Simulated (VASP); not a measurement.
Crystal: CoO.

```xyz
2
Lattice="1.5055 0.8692 2.4399 -1.5055 0.8692 2.4399 0.0000 -1.7384 2.4399" Properties=species:S:1:pos:R:3 pbc="T T T"
Co    0.0000    0.0000    0.0000
O     0.0000    0.0000    3.6599
```

Base run:

| Property | Result |
| --- | --- |
| Program | VASP 6.6.1 |
| Functional | PBE |
| Potentials or basis | VASP PAW PBE potentials, release 64 (Co, O) |
| Cutoff | 520 eV |
| k mesh | 18 × 18 × 18 |
| Occupations | gaussian, width 0.1 eV |
| Spin | collinear spin, ferromagnetic start |
| Starting moments | [2.62, 0.29] μB |

Its results: pressure -0.6 GPa.

The run is repeated on the same cell with these changes: spin from collinear spin, ferromagnetic start to no spin polarisation; further incar settings from ALGO = Normal; EDIFF = 1e-07; NBANDS = 18 to ALGO = Normal; EDIFF = 1e-06; NBANDS = 14. What comes out?

Pressure -18.5 GPa.

Caveats: a cell with one magnetic atom can't hold antiferromagnetic order, which such compounds often take (at least some runs); the cell stands under tension (at least some runs); an odd number of electrons without spin polarisation forces a metal (at least some runs); a magnetic or distorted state may lie lower (at least some runs).
